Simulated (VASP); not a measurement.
# Mo (P6_3/mmc) in VASP: a series of runs, part 3 of 3

VASP 6.6.1. Earlier steps stand in the parts before.

## (5) Relaxation of shape and atoms at fixed volume, PBE

This run uses another cell than the first one, of 12.57 Å³/atom.

The input, INCAR:

```
PREC = Accurate
ENCUT = 600
EDIFF = 1E-7
ISMEAR = -1
SIGMA = 0.08
LREAL = False
LASPH = True
NELM = 80
ALGO = Normal
ISIF = 4
LWAVE = False
LCHARG = False
GGA = PE
IBRION = 2
NSW = 50
EDIFFG = -0.005
```

The input, KPOINTS:

```
regular mesh
0
Gamma
  15 15 8
```

The input, POSCAR:

```
Mo
1.0
    2.5388429250      0.0000000000      0.0000000000
   -1.2694214625      2.1987024693      0.0000000000
    0.0000000000      0.0000000000      4.5030537093
Mo
2
Direct
    0.3333333333      0.6666666667      0.2500000000
    0.6666666667      0.3333333333      0.7500000000
```

Potentials or basis: VASP PAW PBE potentials, release 64 (Mo_sv).

Command:

```bash
$ cat potpaw_PBE.64/Mo_sv/POTCAR > POTCAR
$ mpirun -np 1 vasp_std > vasp.out
```

OUTCAR:

```text
PREC = Accurate
   ENCUT = 600
   EDIFF = 1E-7
   ISMEAR = -1
   LREAL = False
   LASPH = True
   NELM = 80
   ISIF = 4
   GGA = PE
   IBRION = 2
   NSW = 50
   EDIFFG = -0.005

 ion  position               nearest neighbor table
   1  0.333  0.667  0.250-   2 2.69   2 2.69   2 2.69   2 2.69   2 2.69   2 2.69
   2  0.667  0.333  0.750-   1 2.69   1 2.69   1 2.69   1 2.69   1 2.69   1 2.69

  LATTYP: Found a hexagonal cell.
 ALAT       =     2.5388429250
 C/A-ratio  =     1.7736637682

  Lattice vectors:

 A1 = (   2.5388429250,   0.0000000000,   0.0000000000)
 A2 = (  -1.2694214625,   2.1987024693,   0.0000000000)
 A3 = (   0.0000000000,   0.0000000000,   4.5030537093)

Analysis of symmetry for initial positions (statically):
=====================================================================
 Subroutine PRICEL returns:
 Original cell was already a primitive cell.

 Routine SETGRP: Setting up the symmetry group for a
 hexagonal supercell.

 Subroutine GETGRP returns: Found 24 space group operations
 (whereof 12 operations were pure point group operations)
 out of a pool of 24 trial point group operations.

The static configuration has the point symmetry D_3d.
 The point group associated with its full space group is D_6h.

Analysis of symmetry for dynamics (positions and initial velocities):
=====================================================================
 Subroutine PRICEL returns:
 Original cell was already a primitive cell.

 Routine SETGRP: Setting up the symmetry group for a
 hexagonal supercell.

 Subroutine GETGRP returns: Found 24 space group operations
 (whereof 12 operations were pure point group operations)
 out of a pool of 24 trial point group operations.

The dynamic configuration has the point symmetry D_3d.
[... 119 lines left out ...]
     AMIX     =   0.40;   BMIX     =  1.00
     AMIX_MAG =   1.60;   BMIX_MAG =  1.00
  volume/ion in A,a.u.               =      12.57        84.82
  Fermi-wavevector in a.u.,A,eV,Ry     =   1.697036  3.206933 39.183839  2.879931
  Thomas-Fermi vector in A             =   2.777790
   LORBIT       =      0    0 simple, 1 ext, 2 COOP (PROOUT), +10 PAW based schemes
   GGA     = PE    functional components
   LHFCALC =     F    Hartree Fock is set to
   AEXX    =    0.0000 exact exchange contribution
   IVDW    =     0    specifies the selected vdW correction
   LEPSILON=     F    determine dielectric tensor
   LRPA    =     F    only Hartree local field effects (RPA)
 conjugate gradient relaxation of ions
 non-spin polarized calculation
  energy-cutoff  :      600.00
  volume of cell :       25.14
 maximum number of plane-waves:       857
   NGX = 11   NGY = 11   NGZ = 17

--------------------------------------- Ionic step        1  -------------------------------------------

 number of electron      28.0000005 magnetization

 Free energy of the ion-electron system (eV)
  ---------------------------------------------------
  ext. energy  EPLUGINS =         0.00000000
  ---------------------------------------------------
  free energy    TOTEN  =       -19.23405129 eV

  energy without entropy =      -19.18879014  energy(sigma->0) =      -19.21142072

------------------------ aborting loop because EDIFF is reached ----------------------------------------

  FORCE on cell =-STRESS in cart. coord.  units (eV):
  Direction    XX          YY          ZZ          XY          YZ          ZX
  --------------------------------------------------------------------------------------
  -------------------------------------------------------------------------------------
  Total       16.3105901     16.3105901     13.6039916      0.0000000      0.0000000     -0.0000000
  in kB     1039.6109214   1039.6109214    867.0966635      0.0000000      0.0000000     -0.0000000
  external PRESSURE =     982.1061687 kB  Pullay stress =       0.0000000 kB
[... 167 lines left out ...]
--------------------------------------- Ionic step        6  -------------------------------------------

 number of electron      28.0000001 magnetization

 Free energy of the ion-electron system (eV)
  ---------------------------------------------------
  ext. energy  EPLUGINS =         0.00000000
  ---------------------------------------------------
  free energy    TOTEN  =       -19.30550510 eV

  energy without entropy =      -19.26413813  energy(sigma->0) =      -19.28482161

 E-fermi :  15.9943     XC(G=0): -14.6355

 val. band max:       15.9858076532   @ k =   0.0000   0.0000   0.3750
 cond. band min:      15.9963255469   @ k =   0.2000   0.2000   0.1250
 fundamental gap:      0.0105178937
 Fermi energy:        15.9942689464

 k-point     1 :       0.0000    0.0000    0.0000
  band No.  band energies     occupation
      1     -44.8650      2.00000
      2     -44.1839      2.00000
      3     -20.2336      2.00000
      4     -17.9101      2.00000
      5     -17.9101      2.00000
      6     -17.4837      2.00000
[... 481 lines left out ...]
      5     -18.8511      2.00000
      6     -18.8154      2.00000
[... 10 lines left out ...]
     17      21.0561      0.00000
     18      21.4109      0.00000

 [... further k-points ...]
[... 5 lines left out ...]
  --------------------------------------------------------------------------------------
  -------------------------------------------------------------------------------------
  Total       14.6489537     14.6489537     14.6470471      0.0000000     -0.0000000      0.0000000
  in kB      933.7008712    933.7008712    933.5793494      0.0000000     -0.0000000      0.0000000
  external PRESSURE =     933.6603639 kB  Pullay stress =       0.0000000 kB
[... 17 lines left out ...]
  FREE ENERGIE OF THE ION-ELECTRON SYSTEM (eV)
  ---------------------------------------------------
  free  energy   TOTEN  =       -19.3055050960 eV

  energy  without entropy=      -19.2641381266  energy(sigma->0) =      -19.28482161

 reached required accuracy - stopping structural energy minimisation
```

Wall time 91 s (1 thread of Intel Xeon 6975P-C (Granite Rapids), shared host); peak memory 0.18 GiB.

What came out:

```yaml
Free_energy: -19.3055 eV
Energy_gained_by_relaxing: 35.7 meV/atom
Ionic_steps: 6
Pressure_after_relaxing: 93.4 GPa
Band_gap_on_the_k_mesh: zero (bands 14 and 15 overlap by 2.79 eV)
```

The path:
```tsv
step	energy change (eV)	largest force (eV/Å)	pressure (GPa)	volume (Å³)
1	0.0000	0.0000	98.21	25.14
2	-0.0569	0.0000	94.51	25.14
3	-0.0659	0.0000	93.82	25.14
4	-0.0705	0.0000	93.42	25.14
5	-0.0713	0.0000	93.38	25.14
6	-0.0715	0.0000	93.37	25.14
```

Final structure:
```yaml
crystal:
  lattice:
    - [2.64825, 0.00000, 0.00000]
    - [-1.32413, 2.29345, 0.00000]
    - [0.00000, 0.00000, 4.13867]
  atoms:
    - { symbol: Mo, position: [0.33333, 0.66667, 0.25000] }
    - { symbol: Mo, position: [0.66667, 0.33333, 0.75000] }
```

## (6) The runs side by side

| cell | gap on the mesh (eV) | pressure (GPa) |
| --- | --- | --- |
| relaxed from a = 2.300, b = 2.300, c = 4.080 Å, angles 90.0, 90.0, 120.0°, 2 atoms | none | 368.6 |
| relaxed from a = 2.425, b = 2.425, c = 4.302 Å, angles 90.0, 90.0, 120.0°, 2 atoms | none | 191.0 |
| relaxed from a = 2.539, b = 2.539, c = 4.503 Å, angles 90.0, 90.0, 120.0°, 2 atoms | none | 93.4 |

Alike in all rows: task relaxation of shape and atoms at fixed volume; level PBE; potentials or basis VASP PAW PBE potentials, release 64 (Mo_sv); no spin polarisation; k mesh 15 × 15 × 8; cutoff (eV) 600; smearing fermi-dirac 0.08 eV.

Absolute energies hang on the potentials; compare differences alone.

The gap in the log of VASP goes by the Fermi energy; the results here count the filled bands.